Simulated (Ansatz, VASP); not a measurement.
## One calculation of MoS2, two programs

INCAR

```
SYSTEM = MoS2
  ALGO = Normal
  EDIFF = 1E-7
  ENCUT = 520
  GGA = PS
  ISIF = 2
  ISMEAR = -1
  IVDW = 12
  LASPH = .TRUE.
  LCHARG = .FALSE.
  LREAL = .FALSE.
  LWAVE = .FALSE.
  NBANDS = 35
  NELM = 60
  PREC = Accurate
  SIGMA = 0.05
```

KPOINTS

```
k-points
0
G
  10 10 2
  0 0 0
```

File POSCAR:

```
MoS2
1.0
    3.2264481230      0.0000000000      0.0000000000
   -1.6132240615      2.7941860385      0.0000000000
    0.0000000000      0.0000000000     21.9557060374
Mo S
2 4
Direct
    0.3333333333      0.6666666667      0.8511602300
    0.6666666667      0.3333333333      0.1488397700
    0.6666666667      0.3333333333      0.7796253900
    0.3333333333      0.6666666667      0.0772510000
    0.6666666667      0.3333333333      0.9227490000
    0.3333333333      0.6666666667      0.2203746100
```

input.yaml

```yaml
crystal:
  lattice:
    - [3.226448123, 0.0, 0.0]
    - [-1.6132240615, 2.7941860385, 0.0]
    - [0.0, 0.0, 21.9557060374]
  atoms:
    - { symbol: Mo, position: [0.3333333333, 0.6666666667, 0.85116023] }
    - { symbol: Mo, position: [0.6666666667, 0.3333333333, 0.14883977] }
    - { symbol: S, position: [0.6666666667, 0.3333333333, 0.77962539] }
    - { symbol: S, position: [0.3333333333, 0.6666666667, 0.077251] }
    - { symbol: S, position: [0.6666666667, 0.3333333333, 0.922749] }
    - { symbol: S, position: [0.3333333333, 0.6666666667, 0.22037461] }
hamiltonian:
  xc: pbesol
  pseudopotentials: { kind: paw }
  dispersion: d3bj
kpoints:
  mp_grid: { grid: [10, 10, 2] }
scf:
  occupations: { method: fermi_dirac, width: 0.05 }
output:
  forces: true
  stress: true
  eigenvalues: true
  write_density: true
  write_potential: true
  elf: true
  volumetric_format: npy
```

Alike in both runs: task single point; functional PBEsol; dispersion D3(BJ); k mesh 10 × 10 × 2; occupations fermi-dirac, width 0.05 eV; no spin polarisation.

|  | VASP | Ansatz |
| --- | --- | --- |
| version | VASP 6.6.1 | Ansatz 0.2.0 |
| potentials or method | VASP PAW PBE potentials, release 64 (Mo_sv, S) | Ansatz PAW |
| plane-wave cutoff (eV) | 520 | 420 |
| valence electrons in the cell | 52 | 52 |

```csv
,VASP,Ansatz,Ansatz less VASP
gap on the k mesh at the Fermi level (eV),1.33,1.32,-0.013
least direct gap on the mesh (eV),1.80,1.79,-0.004
rms of the force components (eV/Å),0.354,0.355,+0.0016
```

VASP's potentials were made for PBE, not for PBEsol. Atom by atom the forces differ by 0.002 eV/Å (rms over components).
